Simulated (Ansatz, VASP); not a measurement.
One calculation of AlRu, two programs

File INCAR:

```
SYSTEM = AlRu
PREC     = Accurate       ! precision mode
ENCUT    = 520            ! plane-wave cutoff, eV
EDIFF    = 1E-6           ! SCF threshold, eV
ISMEAR   = -1             ! smearing method
SIGMA    = 0.05           ! smearing width, eV
LREAL    = .False.        ! projectors in reciprocal space
LASPH    = .True.         ! aspherical terms in the spheres
NELM     = 80             ! most SCF steps
ALGO     = Normal         ! electronic algorithm
ISIF     = 2              ! what is computed and relaxed
LWAVE    = .False.        ! write WAVECAR
LCHARG   = .False.        ! write CHGCAR
GGA      = PS             ! functional
NBANDS   = 16             ! bands
```

File KPOINTS:

```
Automatic mesh
0
Gamma
  9 9 9
  0 0 0
```

File POSCAR:

```
AlRu
1.0
    3.0309676725      0.0000000000      0.0000000000
    0.0000000000      3.0309676725      0.0000000000
    0.0000000000      0.0000000000      3.0309676725
Ru Al
1 1
Direct
    0.5000000000      0.5000000000      0.5000000000
    0.0000000000      0.0000000000      0.0000000000
```

The input input.yaml:

```yaml
crystal:
  lattice:
    - [3.0309676725, 0.0, 0.0]
    - [0.0, 3.0309676725, 0.0]
    - [0.0, 0.0, 3.0309676725]
  atoms:
    - { symbol: Ru, position: [0.5, 0.5, 0.5] }
    - { symbol: Al, position: [0.0, 0.0, 0.0] }
kpoints:
  mp_grid: { grid: [9, 9, 9] }
scf:
  occupations: { method: fermi_dirac, width: 0.05 }
hamiltonian:
  xc: pbesol
  pseudopotentials: { kind: all_electron, lapw: { basis_error: 0.001 } }
output:
  forces: true
  stress: true
  eigenvalues: true
```

Change from the starting cell: volume scaled by 1.04.

Alike in both runs: task single point; functional PBEsol; k mesh 9 × 9 × 9; occupations fermi-dirac, width 0.05 eV; no spin polarisation.

```csv
,VASP,Ansatz
version,VASP 6.6.1,Ansatz 0.2.0
potentials or method,"VASP PAW PBE potentials, release 64 (Ru_pv, Al), cutoff 520 eV","all-electron LAPW, scalar-relativistic"
```

```tsv
	VASP	Ansatz	Ansatz less VASP
gap on the k mesh at the Fermi level (eV)	none	none	-
pressure (GPa)	-10.7	-10.7	-0.06
```

VASP's potentials were made for PBE, not for PBEsol. A gap of «none» marks a metal or a gap that the smearing closes. Ansatz ran all-electron here, and VASP with PAW potentials.
